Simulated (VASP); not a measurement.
# YS2 (Fd-3m) in VASP: a series of runs, part 2 of 2

VASP 6.6.1. The steps go on from the part before.

**4. Single point, PBE**

This run uses another cell than the first one, of 19.20 Å³/atom, 1.091 times its volume.

INCAR

```
SYSTEM = YS2
ALGO = Normal ; EDIFF = 1E-6
ENCUT = 520 ; GGA = PE
ISIF = 2 ; ISMEAR = -1
LASPH = .TRUE. ; LCHARG = .TRUE.
LELF = .TRUE. ; LREAL = .FALSE.
LVHAR = .TRUE. ; LWAVE = .FALSE.
NBANDS = 32 ; NELM = 100
PREC = Accurate ; SIGMA = 0.1
```

KPOINTS

```
k-points
0
G
  4 4 4
  0 0 0
```

POSCAR

```
YS2
1.0
    0.0000000000      3.8618089332      3.8618089332
    3.8618089332      0.0000000000      3.8618089332
    3.8618089332      3.8618089332      0.0000000000
Y S
2 4
Direct
    0.0000000000      0.0000000000      0.0000000000
    0.2500000000      0.2500000000      0.2500000000
    0.6250000000      0.6250000000      0.6250000000
    0.1250000000      0.6250000000      0.6250000000
    0.6250000000      0.1250000000      0.6250000000
    0.6250000000      0.6250000000      0.1250000000
```

Command:

```
$ cat potpaw_PBE.64/Y_sv/POTCAR potpaw_PBE.64/S/POTCAR > POTCAR
$ mpirun -np 1 vasp_std > vasp.out
```

It took 70 s on 1 thread of AMD EPYC 7R13 (Zen 3), shared host; peak memory 0.23 GiB.

Results (log left out):

| Item | Value |
| --- | --- |
| Free energy | -29.9041 eV |
| Pressure | 2.2 GPa |
| Band gap on the k mesh | zero (band 23 reaches 7.48 eV, above the bottom of band 24 at 6.80 eV) |

Levels at points of the mesh, in eV from the Fermi level:
| k point | band 20 | band 21 | band 22 | band 23 | band 24 | band 25 | band 26 | band 27 |
| --- | --- | --- | --- | --- | --- | --- | --- | --- |
| (0.00, 0.00, 0.00) | 0.20 | 0.20 | 0.20 | 0.44 | 0.44 | 0.44 | 1.62 | 1.62 |
| (0.50, 0.00, 0.00) | -3.45 | -2.85 | -0.96 | 0.29 | 0.90 | 0.90 | 1.32 | 1.32 |
| (0.50, 0.50, 0.00) | -3.46 | -3.20 | -3.20 | -0.02 | -0.02 | 1.09 | 1.09 | 1.32 |

**5. Single point, PBE**

This run uses another cell than the first one, of 20.00 Å³/atom, 1.136 times its volume.

INCAR

```
SYSTEM = YS2
ALGO = Normal
EDIFF = 1E-6
ENCUT = 520
GGA = PE
ISIF = 2
ISMEAR = -1
LASPH = .True.
LCHARG = .False.
LREAL = .False.
LWAVE = .False.
NBANDS = 32
NELM = 80
PREC = Accurate
SIGMA = 0.1
```

KPOINTS

```
k-points
0
Gamma
  4 4 4
  0 0 0
```

POSCAR: that of step 4 with these lines changed.

```diff
@@ -2,5 +2,5 @@
 1.0
-    0.0000000000      3.8618089332      3.8618089332
-    3.8618089332      0.0000000000      3.8618089332
-    3.8618089332      3.8618089332      0.0000000000
+    0.0000000000      3.9147170000      3.9147170000
+    3.9147170000      0.0000000000      3.9147170000
+    3.9147170000      3.9147170000      0.0000000000
 Y S
```

Potentials or basis: VASP PAW PBE potentials, release 64 (Y_sv, S).

Command:

```
$ cat potpaw_PBE.64/Y_sv/POTCAR potpaw_PBE.64/S/POTCAR > POTCAR
$ mpirun -np 1 vasp_std > vasp.out
```

OUTCAR:

```text
SYSTEM = YS2
   EDIFF = 1E-6
   ENCUT = 520
   GGA = PE
   ISIF = 2
   ISMEAR = -1
   LASPH = .True.
   LREAL = .False.
   NELM = 80
   PREC = Accurate

 ion  position               nearest neighbor table
   1  0.000  0.000  0.000-   3 3.25   6 3.25   3 3.25   6 3.25   4 3.25   5 3.25   4 3.25   5 3.25
                             5 3.25   3 3.25   4 3.25   6 3.25   2 3.39   2 3.39   2 3.39   2 3.39
   2  0.250  0.250  0.250-   4 3.25   5 3.25   4 3.25   5 3.25   3 3.25   6 3.25   3 3.25   6 3.25
                             3 3.25   6 3.25   5 3.25   4 3.25   1 3.39   1 3.39   1 3.39   1 3.39
   3  0.625  0.625  0.625-   4 2.77   5 2.77   6 2.77   6 2.77   5 2.77   4 2.77   1 3.25   2 3.25
                             1 3.25   2 3.25   1 3.25   2 3.25
   4  0.125  0.625  0.625-   3 2.77   6 2.77   5 2.77   3 2.77   5 2.77   6 2.77   2 3.25   2 3.25
[... 476 lines left out ...]
  in kB       -4.8228929     -4.8228929     -4.8228929      0.0000000      0.0000000     -0.0000000
  external PRESSURE =      -4.8228929 kB  Pullay stress =       0.0000000 kB

 VOLUME and BASIS-vectors are now :
 -----------------------------------------------------------------------------
  energy-cutoff  :      520.00
  volume of cell :      119.99
      direct lattice vectors                 reciprocal lattice vectors
     0.000000000  3.914717000  3.914717000    -0.127723153  0.127723153  0.127723153
     3.914717000  0.000000000  3.914717000     0.127723153 -0.127723153  0.127723153
     3.914717000  3.914717000  0.000000000     0.127723153  0.127723153 -0.127723153

 POSITION                                       TOTAL-FORCE (eV/Angst)
 -----------------------------------------------------------------------------------
      0.00000      0.00000      0.00000        -0.000000     -0.000000     -0.000000
      1.95736      1.95736      1.95736         0.000000      0.000000      0.000000
      4.89340      4.89340      4.89340         0.000000     -0.000000      0.000000
      4.89340      2.93604      2.93604         0.000000     -0.000000      0.000000
      2.93604      4.89340      2.93604         0.000000     -0.000000      0.000000
      2.93604      2.93604      4.89340         0.000000     -0.000000      0.000000
 -----------------------------------------------------------------------------------
    total drift:                               -0.000000     -0.000000      0.000000

  FREE ENERGIE OF THE ION-ELECTRON SYSTEM (eV)
  ---------------------------------------------------
  free  energy   TOTEN  =       -29.9291569491 eV

  energy  without entropy=      -29.7182431125  energy(sigma->0) =      -29.82370003
```

OSZICAR:

```text
N       E                     dE             d eps       ncg     rms          rms(c)
DAV:   1     0.235951126361E+03    0.23595E+03   -0.22060E+04   512   0.136E+03
DAV:   2    -0.131336963772E+02   -0.24908E+03   -0.23791E+03   640   0.286E+02
DAV:   3    -0.323349480584E+02   -0.19201E+02   -0.18578E+02   808   0.605E+01
DAV:   4    -0.330852636221E+02   -0.75032E+00   -0.74382E+00   744   0.110E+01
DAV:   5    -0.331012015113E+02   -0.15938E-01   -0.15920E-01   752   0.149E+00    0.232E+01
DAV:   6    -0.307408140927E+02    0.23604E+01   -0.11497E+01   632   0.104E+01    0.275E+01
DAV:   7    -0.299822804981E+02    0.75853E+00   -0.29831E+00   688   0.490E+00    0.162E+01
DAV:   8    -0.300517840916E+02   -0.69504E-01   -0.67973E-01   600   0.333E+00    0.337E+00
DAV:   9    -0.299319296144E+02    0.11985E+00   -0.36571E-01   624   0.192E+00    0.543E-01
DAV:  10    -0.299294921689E+02    0.24374E-02   -0.25424E-02   632   0.620E-01    0.310E-01
DAV:  11    -0.299293016993E+02    0.19047E-03   -0.93867E-04   752   0.123E-01    0.191E-01
DAV:  12    -0.299291607762E+02    0.14092E-03   -0.60111E-04   656   0.771E-02    0.748E-02
DAV:  13    -0.299291561038E+02    0.46724E-05   -0.52164E-05   672   0.286E-02    0.324E-02
DAV:  14    -0.299291593210E+02   -0.32172E-05   -0.70882E-06   568   0.911E-03    0.184E-02
DAV:  15    -0.299291570396E+02    0.22815E-05   -0.85250E-06   568   0.806E-03    0.275E-03
DAV:  16    -0.299291569491E+02    0.90469E-07   -0.42000E-07   392   0.284E-03
   1 F= -.29929157E+02 E0= -.29823700E+02  d E =-.210914E+00
```

It took 84 s on 1 thread of AMD EPYC 7R13 (Zen 3), shared host; peak memory 0.23 GiB.

Results:

| Item | Value |
| --- | --- |
| Free energy | -29.9292 eV |
| Pressure | -0.5 GPa |
| Band gap on the k mesh | zero (band 23 reaches 7.00 eV, above the bottom of band 24 at 6.39 eV) |

**6. Single point, PBE**

This run uses another cell than the first one, of 20.80 Å³/atom, 1.182 times its volume.

INCAR

```
PREC = Accurate
ENCUT = 520
EDIFF = 1E-7
ISMEAR = -1
SIGMA = 0.1
LREAL = F
LASPH = T
NELM = 80
ALGO = Normal
ISIF = 2
LWAVE = F
LCHARG = F
GGA = PE
NBANDS = 32
```

KPOINTS

```
regular mesh
0
Gamma
  4 4 4
```

POSCAR: that of step 5 with these lines changed.

```diff
@@ -2,5 +2,5 @@
 1.0
-    0.0000000000      3.9147170000      3.9147170000
-    3.9147170000      0.0000000000      3.9147170000
-    3.9147170000      3.9147170000      0.0000000000
+    0.0000000000      3.9662323418      3.9662323418
+    3.9662323418      0.0000000000      3.9662323418
+    3.9662323418      3.9662323418      0.0000000000
 Y S
```

Potentials or basis: VASP PAW PBE potentials, release 64 (Y_sv, S).

Command:

```
$ cat potpaw_PBE.64/Y_sv/POTCAR potpaw_PBE.64/S/POTCAR > POTCAR
$ mpirun -np 1 vasp_std > vasp.out
```

Wall time 94 s (1 thread of AMD EPYC 7R13 (Zen 3), shared host); peak memory 0.23 GiB.

Results (log left out):

* Free energy: -29.8820 eV
* Pressure: -2.7 GPa
* Band gap on the k mesh: zero (band 23 reaches 6.56 eV, above the bottom of band 24 at 6.00 eV)

Levels at points of the mesh, in eV from the Fermi level:
```
           k point  band 18  band 19  band 20  band 21  band 22  band 23  band 24  band 25  band 26  band 27
(0.00, 0.00, 0.00)    -5.08    -1.06     0.11     0.11     0.11     0.36     0.36     0.36     1.40     1.40
(0.50, 0.00, 0.00)    -3.52    -3.16    -3.16    -2.61    -0.84     0.18     0.80     0.80     1.21     1.33
(0.50, 0.50, 0.00)    -3.25    -3.23    -3.23    -2.90    -2.90     0.01     0.01     0.94     0.94     1.18
```

**7. Overview**

```csv
cell,gap on the mesh (eV),pressure (GPa)
"a = 5.305 Å, angles 60.0°, 6 atoms",none,9.3
"a = 5.384 Å, angles 60.0°, 6 atoms",none,5.4
"a = 5.461 Å, angles 60.0°, 6 atoms",none,2.2
"a = 5.536 Å, angles 60.0°, 6 atoms",none,-0.5
"a = 5.609 Å, angles 60.0°, 6 atoms",none,-2.7
```

Alike in all rows: task single point; level PBE; potentials or basis VASP PAW PBE potentials, release 64 (Y_sv, S); no spin polarisation; k mesh 4 × 4 × 4; cutoff (eV) 520; smearing fermi-dirac 0.1 eV.

Caveats: some runs use coarse meshes.

Total energies depend on the potentials used, so only differences within one code and one set of settings carry meaning.
